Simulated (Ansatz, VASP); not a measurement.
**Two plane-wave programs on Sc**

The input POSCAR:

```
Sc
1.0
    2.9696679687      0.0000000000      0.0000000000
    0.0000000000      2.9696679687      0.0000000000
    0.0000000000      0.0000000000      2.9696679687
Sc
1
Direct
    0.0000000000      0.0000000000      0.0000000000
```

The input INCAR.step1:

```
PREC     = Accurate       # precision mode
ENCUT    = 600            # plane-wave cutoff, eV
ISMEAR   = 0              # smearing method
SIGMA    = 0.1            # smearing width, eV
LREAL    = False          # projectors in reciprocal space
LASPH    = True           # aspherical terms in the spheres
NELM     = 60             # most SCF steps
GGA      = PE             # functional
ALGO     = Normal         # electronic algorithm
EDIFF    = 1E-4           # SCF threshold, eV
LWAVE    = True           # write WAVECAR
LCHARG   = False          # write CHGCAR
```

The input INCAR.step2:

```
PREC     = Accurate       # precision mode
ENCUT    = 600            # plane-wave cutoff, eV
EDIFF    = 1E-7           # SCF threshold, eV
ISMEAR   = 0              # smearing method
SIGMA    = 0.1            # smearing width, eV
LREAL    = False          # projectors in reciprocal space
LASPH    = True           # aspherical terms in the spheres
NELM     = 60             # most SCF steps
ALGO     = Normal         # electronic algorithm
ISIF     = 3              # what is computed and relaxed
LWAVE    = False          # write WAVECAR
LCHARG   = False          # write CHGCAR
METAGGA  = R2SCAN         # meta-GGA
LMIXTAU  = True         
IBRION   = 2              # ionic algorithm
NSW      = 100            # ionic steps
EDIFFG   = -0.01          # ionic threshold
ISTART   = 1
```

KPOINTS

```
regular mesh
0
Gamma
  14 14 14
```

Input for Ansatz:

```yaml
crystal:
  lattice:
    - [2.9696679687, 0.0, 0.0]
    - [0.0, 2.9696679687, 0.0]
    - [0.0, 0.0, 2.9696679687]
  atoms:
    - { symbol: Sc, position: [0.0, 0.0, 0.0] }
basis:
  ecutwfc: 500
kpoints:
  mp_grid: { grid: [14, 14, 14] }
hamiltonian:
  xc: r2scan
scf:
  occupations: { method: gaussian, width: 0.1 }
output:
  forces: true
  stress: true
  eigenvalues: true
relax:
  adjacent_minimum: "off"
  f_tol: 0.01
  max_steps: 80
  cell: { stress_tol: 0.05 }
```

Alike in both runs: task relaxation of cell and atoms; functional r2SCAN; k mesh 14 × 14 × 14; occupations gaussian, width 0.1 eV; no spin polarisation.

|  | VASP | Ansatz |
| --- | --- | --- |
| version | VASP 6.6.1 | Ansatz 0.2.0 |
| potentials or method | VASP PAW PBE potentials, release 64 (Sc_sv), cutoff 600 eV | scalar-relativistic, plane waves, PAW |
| valence electrons in the cell | 11 | 11 |

|  | VASP | Ansatz | Ansatz less VASP |
| --- | --- | --- | --- |
| gap on the k mesh at the Fermi level, each at its own relaxed structure (eV) | none | none | - |
| relaxed volume (Å³/atom) | 25.84 | 25.73 | -0.111 |
| relaxed length of the cell vector where the two differ most in proportion (Å) | 2.957 | 2.952 | -0.0043 |

VASP's potentials were made for PBE, not for r2SCAN. A gap of «none» marks a metal or a gap that the smearing closes.
